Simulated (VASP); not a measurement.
# Zr2Si4GePd (Pmma) in VASP: single point with PBE

Aim: the single point of Zr2Si4GePd with PBE.

Everything below comes from runs of VASP 6.6.1. Logs are shortened: lines on timing, memory, paths and dates and some standing lists are left out, and cuts for length are marked.

### Step 1. The cell of the first run

The structure is orthorhombic, space group Pmma (No. 51). Conventional cell: a = 4.025 Å, b = 3.606 Å, c = 19.213 Å, α = 90.00°, β = 90.00°, γ = 90.00°. Zr (site symmetry mm2) has 6 Si at 2.79 to 2.81 Å and 4 Ge at 3.23 Å and 4 Zr at 3.52 to 3.61 Å within 3.7 Å. Zr (site symmetry mm2) has 10 Si at 2.79 to 3.70 Å and 4 Pd at 3.05 Å and 4 Zr at 3.61 to 3.65 Å within 3.8 Å. Within 3.3 Å of Si (site symmetry mm2) lie 2 Pd at 2.41 Å and 4 Si at 2.73 Å and 2 Ge at 2.79 Å and 2 Zr at 3.28 Å. Within 3.3 Å of Si (site symmetry mm2) lie 2 Pd at 2.47 Å and 2 Ge at 2.68 Å and 4 Si at 2.73 Å. Within 3.2 Å of Si (site symmetry mm2) lie 2 Si at 2.43 Å and 1 Ge at 2.53 Å and 6 Zr at 2.79 to 2.81 Å. Within 3.1 Å of Si (site symmetry mm2) lie 1 Pd at 2.34 Å and 2 Si at 2.35 Å and 6 Zr at 2.79 to 2.85 Å. Within 3.3 Å of Ge (site symmetry mm2) lie 5 Si at 2.53 to 2.79 Å and 4 Zr at 3.23 Å. Within 3.1 Å of Pd (site symmetry mm2) lie 5 Si at 2.34 to 2.47 Å and 4 Zr at 3.05 Å.

### Step 2. Single point, PBE

The input, INCAR:

```
SYSTEM = Zr2Si4GePd
PREC = Accurate
ENCUT = 500
EDIFF = 1E-6
ISMEAR = 0
SIGMA = 0.2
LREAL = .FALSE.
LASPH = .TRUE.
NELM = 120
ALGO = Normal
ISIF = 2
LWAVE = .FALSE.
LCHARG = .TRUE.
GGA = PE
LELF = .TRUE.
LVHAR = .TRUE.
NBANDS = 78
GGA_COMPAT = .FALSE.
```

The input, KPOINTS:

```
Automatic mesh
0
G
  4 4 1
  0 0 0
```

The input, POSCAR:

```
Zr2Si4GePd
1.0
    4.0247802200      0.0000000000      0.0000000000
    0.0000000000      3.6061771342      0.0000000000
    0.0000000000      0.0000000000     19.2131364174
Zr Si Ge Pd
4 8 2 2
Direct
    0.7500000000      0.0000000000      0.9247541874
    0.2500000000      0.0000000000      0.0752458126
    0.7500000000      0.5000000000      0.4208309222
    0.2500000000      0.5000000000      0.5791690778
    0.7500000000      0.0000000000      0.2780394055
    0.2500000000      0.5000000000      0.2591070486
    0.7500000000      0.5000000000      0.0354185850
    0.2500000000      0.0000000000      0.4685992811
    0.2500000000      0.0000000000      0.7219605945
    0.7500000000      0.5000000000      0.7408929514
    0.2500000000      0.5000000000      0.9645814150
    0.7500000000      0.0000000000      0.5314007189
    0.7500000000      0.5000000000      0.1673256070
    0.2500000000      0.5000000000      0.8326743930
    0.2500000000      0.0000000000      0.3467284898
    0.7500000000      0.0000000000      0.6532715102
```

Potentials or basis: VASP PAW PBE potentials, release 64 (Zr_sv, Si, Ge_d, Pd).

Run with:

```sh
$ cat potpaw_PBE.64/Zr_sv/POTCAR potpaw_PBE.64/Si/POTCAR potpaw_PBE.64/Ge_d/POTCAR potpaw_PBE.64/Pd/POTCAR > POTCAR
$ mpirun -np 1 vasp_std > vasp.out
```

OUTCAR:

```text
SYSTEM = Zr2Si4GePd
   PREC = Accurate
   ENCUT = 500
   EDIFF = 1E-6
   ISMEAR = 0
   LREAL = .FALSE.
   LASPH = .TRUE.
   NELM = 120
   ISIF = 2
   GGA = PE

 ion  position               nearest neighbor table
   1  0.750  0.000  0.925-   7 2.79   7 2.79  11 2.81  11 2.81  11 2.81  11 2.81  14 3.23  14 3.23
                            14 3.23  14 3.23   2 3.52   2 3.52
   2  0.250  0.000  0.075-  11 2.79  11 2.79   7 2.81   7 2.81   7 2.81   7 2.81  13 3.23  13 3.23
                            13 3.23  13 3.23   1 3.52   1 3.52
   3  0.750  0.500  0.421-  12 2.79  12 2.79   8 2.85   8 2.85   8 2.85   8 2.85  15 3.05  15 3.05
                            15 3.05  15 3.05   5 3.28   5 3.28   4 3.65   4 3.65
   4  0.250  0.500  0.579-   8 2.79   8 2.79  12 2.85  12 2.85  12 2.85  12 2.85  16 3.05  16 3.05
                            16 3.05  16 3.05   9 3.28   9 3.28   3 3.65   3 3.65
   5  0.750  0.000  0.278-  15 2.41  15 2.41   6 2.73   6 2.73   6 2.73   6 2.73  13 2.79  13 2.79
                             3 3.28   3 3.28
   6  0.250  0.500  0.259-  15 2.47  15 2.47  13 2.68  13 2.68   5 2.73   5 2.73   5 2.73   5 2.73

   7  0.750  0.500  0.035-  11 2.43  11 2.43  13 2.53   1 2.79   1 2.79   2 2.81   2 2.81   2 2.81
                             2 2.81
   8  0.250  0.000  0.469-  15 2.34  12 2.35  12 2.35   4 2.79   4 2.79   3 2.85   3 2.85   3 2.85
                             3 2.85
   9  0.250  0.000  0.722-  16 2.41  16 2.41  10 2.73  10 2.73  10 2.73  10 2.73  14 2.79  14 2.79
                             4 3.28   4 3.28
  10  0.750  0.500  0.741-  16 2.47  16 2.47  14 2.68  14 2.68   9 2.73   9 2.73   9 2.73   9 2.73

  11  0.250  0.500  0.965-   7 2.43   7 2.43  14 2.53   2 2.79   2 2.79   1 2.81   1 2.81   1 2.81
                             1 2.81
  12  0.750  0.000  0.531-  16 2.34   8 2.35   8 2.35   3 2.79   3 2.79   4 2.85   4 2.85   4 2.85
                             4 2.85
  13  0.750  0.500  0.167-   7 2.53   6 2.68   6 2.68   5 2.79   5 2.79   2 3.23   2 3.23   2 3.23
                             2 3.23
  14  0.250  0.500  0.833-  11 2.53  10 2.68  10 2.68   9 2.79   9 2.79   1 3.23   1 3.23   1 3.23
                             1 3.23
  15  0.250  0.000  0.347-   8 2.34   5 2.41   5 2.41   6 2.47   6 2.47   3 3.05   3 3.05   3 3.05
                             3 3.05
  16  0.750  0.000  0.653-  12 2.34   9 2.41   9 2.41  10 2.47  10 2.47   4 3.05   4 3.05   4 3.05
                             4 3.05

  LATTYP: Found a simple orthorhombic cell.
 ALAT       =     3.6061771342
 B/A-ratio  =     1.1160794576
 C/A-ratio  =     5.3278404533

  Lattice vectors:

 A1 = (   0.0000000000,  -3.6061771342,   0.0000000000)
 A2 = (   4.0247802200,   0.0000000000,   0.0000000000)
 A3 = (   0.0000000000,   0.0000000000,  19.2131364174)

Analysis of symmetry for initial positions (statically):
=====================================================================
 Subroutine PRICEL returns:
 Original cell was already a primitive cell.

 Routine SETGRP: Setting up the symmetry group for a
 simple orthorhombic supercell.

 Subroutine GETGRP returns: Found  8 space group operations
 (whereof  4 operations were pure point group operations)
 out of a pool of  8 trial point group operations.

The static configuration has the point symmetry C_2h.
 The point group associated with its full space group is D_2h.

Analysis of symmetry for dynamics (positions and initial velocities):
=====================================================================
 Subroutine PRICEL returns:
 Original cell was already a primitive cell.

 Routine SETGRP: Setting up the symmetry group for a
 simple orthorhombic supercell.

 Subroutine GETGRP returns: Found  8 space group operations
 (whereof  4 operations were pure point group operations)
 out of a pool of  8 trial point group operations.

The dynamic configuration has the point symmetry C_2h.
 The point group associated with its full space group is D_2h.

 Subroutine INISYM returns: Found  8 space group operations
 (whereof  4 operations are pure point group operations),
 and found     1 'primitive' translations

----------------------------------------------------------------------------------------

                                     Primitive cell

  volume of cell :     278.8608

  direct lattice vectors                    reciprocal lattice vectors
     4.024780220  0.000000000  0.000000000     0.248460772  0.000000000  0.000000000
     0.000000000  3.606177134  0.000000000     0.000000000  0.277301963  0.000000000
     0.000000000  0.000000000 19.213136417     0.000000000  0.000000000  0.052047723
[... 52 lines left out ...]
     0.062115193  0.000000000  0.000000000     0.250000000  0.000000000  0.000000000
     0.000000000  0.069325491  0.000000000     0.000000000  0.250000000  0.000000000
     0.000000000  0.000000000  0.052047723     0.000000000  0.000000000  1.000000000

  Length of vectors
     0.062115193  0.069325491  0.052047723

  Shift w.r.t. Gamma in fractional coordinates (k-lattice)
     0.000000000  0.000000000  0.000000000

 Subroutine IBZKPT returns following result:
 ===========================================

 Found      9 irreducible k-points:

 Following reciprocal coordinates:
            Coordinates               Weight
  0.000000  0.000000  0.000000      1.000000
  0.250000  0.000000  0.000000      2.000000
  0.500000  0.000000  0.000000      1.000000
  0.000000  0.250000  0.000000      2.000000
  0.250000  0.250000  0.000000      4.000000
  0.500000  0.250000  0.000000      2.000000
  0.000000  0.500000  0.000000      1.000000
  0.250000  0.500000  0.000000      2.000000
  0.500000  0.500000  0.000000      1.000000
   k-points           NKPTS =      9   k-points in BZ     NKDIM =      9   number of bands    NBANDS=     78
   number of dos      NEDOS =    301   number of ions     NIONS =     16
   total plane-waves  NPLWV = 117600
   dimension x,y,z NGX =    30 NGY =   28 NGZ =  140
   dimension x,y,z NGXF=    60 NGYF=   56 NGZF=  280
   ions per type =               4   8   2   2
   NGX,Y,Z   is equivalent  to a cutoff of  12.39, 12.91, 12.11 a.u.
   NGXF,Y,Z  is equivalent  to a cutoff of  24.78, 25.82, 24.23 a.u.
 SYSTEM =  Zr2Si4GePd
   PREC   = accura    normal or accurate (medium, high low for compatibility)
   ISTART =      0    job   : 0-new  1-cont  2-samecut
   ICHARG =      2    charge: 1-file 2-atom 10-const
   ISPIN  =      1    spin polarized calculation?
   LNONCOLLINEAR =      F non collinear calculations
   LSORBIT =      F    spin-orbit coupling
   LASPH  =      T    aspherical Exc in radial PAW
   ENCUT  =  500.0 eV  36.75 Ry    6.06 a.u.   7.34  6.57 35.03*2*pi/ulx,y,z
   NELM   =    120;   NELMIN=  2; NELMDL= -5     # of ELM steps
   EDIFF  = 0.1E-05   stopping-criterion for ELM
   LREAL  =      F    real-space projection
   EDIFFG = 0.1E-04   stopping-criterion for IOM
   NSW    =      0    number of steps for IOM
   IBRION =     -1    ionic relax: 0-MD 1-quasi-New 2-CG
   NFREE  =      0    steps in history (QN), initial steepest desc. (CG)
   ISIF   =      2    stress and relaxation
   ISYM   =      2    0-nonsym 1-usesym 2-fastsym
   POTIM  = 0.5000    time-step for ionic-motion
   TEBEG  =    0.0;   TEEND  =   0.0 temperature during run
   PSTRESS=    0.0 pullay stress
   NELECT =     128.0000    total number of electrons
   NUPDOWN=      -1.0000    fix difference up-down
   EMIN   =  10.00;   EMAX   =-10.00  energy-range for DOS
   EFERMI =   0.00;   METHOD = LEGACY
   ISMEAR =     0;   SIGMA  =   0.20  broadening in eV -4-tet -1-fermi 0-gaus
   EFERMI_NEDOS =   21; number of points for ismear=-14 and -15
   IALGO  =     38    algorithm
   IMIX   =      4    mixing-type and parameters
     AMIX     =   0.40;   BMIX     =  1.00
     AMIX_MAG =   1.60;   BMIX_MAG =  1.00
  volume/ion in A,a.u.               =      17.43       117.62
  Fermi-wavevector in a.u.,A,eV,Ry     =   1.262842  2.386425 21.698159  1.594770
  Thomas-Fermi vector in A             =   2.396229
   LORBIT       =      0    0 simple, 1 ext, 2 COOP (PROOUT), +10 PAW based schemes
   GGA     = PE    functional components
   LHFCALC =     F    Hartree Fock is set to
   AEXX    =    0.0000 exact exchange contribution
   IVDW    =     0    specifies the selected vdW correction
   LEPSILON=     F    determine dielectric tensor
   LRPA    =     F    only Hartree local field effects (RPA)
 non-spin polarized calculation
 Gauss-broadening in eV      SIGMA  =   0.20
  energy-cutoff  :      500.00
  volume of cell :      278.86
 maximum number of plane-waves:      7115
 NGX is ok and might be reduce to    30
   NGX = 15   NGY = 13   NGZ = 71

 number of electron     128.0000002 magnetization

 Free energy of the ion-electron system (eV)
  ---------------------------------------------------
  ext. energy  EPLUGINS =         0.00000000
  ---------------------------------------------------
  free energy    TOTEN  =      -102.42509127 eV

  energy without entropy =     -102.27297528  energy(sigma->0) =     -102.34903328

 E-fermi :   9.2671     XC(G=0): -11.2347

 val. band max:        9.2481692991   @ k =   0.5000   0.2500   0.0000
 cond. band min:       9.2826015545   @ k =   0.0000   0.2500   0.0000
 fundamental gap:      0.0344322554
 Fermi energy:         9.2671229988

 k-point     1 :       0.0000    0.0000    0.0000
  band No.  band energies     occupation
      1     -39.9143      2.00000
      2     -39.9040      2.00000
      3     -39.8680      2.00000
      4     -39.8520      2.00000
      5     -18.0835      2.00000
      6     -18.0667      2.00000
[... 700 lines left out ...]
     75      12.4689      0.00000
     76      12.4711      0.00000
 [bands above 76 left out]

------------------------ aborting loop because EDIFF is reached ----------------------------------------

  FORCE on cell =-STRESS in cart. coord.  units (eV):
  Direction    XX          YY          ZZ          XY          YZ          ZX
  --------------------------------------------------------------------------------------
  -------------------------------------------------------------------------------------
  Total        0.1845573     -0.0510932      1.4417181      0.0000000      0.0000000      0.0000000
  in kB        1.0603623     -0.2935529      8.2833012      0.0000000      0.0000000      0.0000000
  external PRESSURE =       3.0167035 kB  Pullay stress =       0.0000000 kB

 VOLUME and BASIS-vectors are now :
 -----------------------------------------------------------------------------
  energy-cutoff  :      500.00
  volume of cell :      278.86
      direct lattice vectors                 reciprocal lattice vectors
     4.024780220  0.000000000  0.000000000     0.248460772  0.000000000  0.000000000
     0.000000000  3.606177134  0.000000000     0.000000000  0.277301963  0.000000000
     0.000000000  0.000000000 19.213136417     0.000000000  0.000000000  0.052047723

 POSITION                                       TOTAL-FORCE (eV/Angst)
 -----------------------------------------------------------------------------------
      3.01859      0.00000     17.76743         0.000000     -0.000000     -0.014151
      1.00620      0.00000      1.44571        -0.000000     -0.000000      0.014151
      3.01859      1.80309      8.08548         0.000000     -0.000000     -0.032169
      1.00620      1.80309     11.12765         0.000000     -0.000000      0.032169
      3.01859      0.00000      5.34201         0.000000     -0.000000      0.010263
      1.00620      1.80309      4.97826         0.000000     -0.000000      0.028330
[... 8 lines left out ...]
      1.00620      0.00000      6.66174        -0.000000      0.000000     -0.049927
      3.01859      0.00000     12.55139         0.000000     -0.000000      0.049927
 -----------------------------------------------------------------------------------
    total drift:                                0.000000      0.000000      0.000000

  FREE ENERGIE OF THE ION-ELECTRON SYSTEM (eV)
  ---------------------------------------------------
  free  energy   TOTEN  =      -102.4250912725 eV

  energy  without entropy=     -102.2729752795  energy(sigma->0) =     -102.34903328
```

Run time: 3.2 min. Hardware: 1 thread of Intel Xeon 6975P-C (Granite Rapids), shared host; peak memory 0.43 GiB.

Results:

```yaml
Free_energy: -102.4251 eV
Pressure: 0.3 GPa
Largest_force: 0.050 eV/Å
Band_gap_on_the_k_mesh: zero (bands 64 and 65 overlap by 0.85 eV)
```

Forces in eV/Å, atoms in the order of the input:
```
Zr   0.000  0.000 -0.014
Zr   0.000  0.000  0.014
Zr   0.000  0.000 -0.032
Zr   0.000  0.000  0.032
Si   0.000  0.000  0.010
Si   0.000  0.000  0.028
Si   0.000  0.000 -0.015
Si   0.000  0.000  0.016
Si   0.000  0.000 -0.010
Si   0.000  0.000 -0.028
Si   0.000  0.000  0.015
Si   0.000  0.000 -0.016
Ge   0.000  0.000  0.022
Ge   0.000  0.000 -0.022
Pd   0.000  0.000 -0.050
Pd   0.000  0.000  0.050
```

Levels at points of the mesh, in eV from the Fermi level:
| k point | band 61 | band 62 | band 63 | band 64 | band 65 | band 66 | band 67 | band 68 |
| --- | --- | --- | --- | --- | --- | --- | --- | --- |
| (0.00, 0.00, 0.00) | -1.15 | -0.29 | -0.13 | 0.10 | 0.77 | 0.82 | 1.16 | 1.19 |
| (0.50, 0.00, 0.00) | 0.35 | 0.35 | 0.60 | 0.60 | 0.99 | 0.99 | 1.30 | 1.30 |
| (0.00, 0.50, 0.00) | -0.97 | -0.53 | -0.52 | -0.46 | -0.25 | 0.06 | 0.17 | 0.46 |
| (0.50, 0.50, 0.00) | -1.49 | -1.49 | -0.43 | -0.43 | -0.05 | -0.05 | 1.06 | 1.06 |

Caveat: the k points lie up to 0.44 Å⁻¹ apart, too coarse for converged energies and pressures of a metal.

The gap in the log of VASP goes by the Fermi energy; the results here count the filled bands.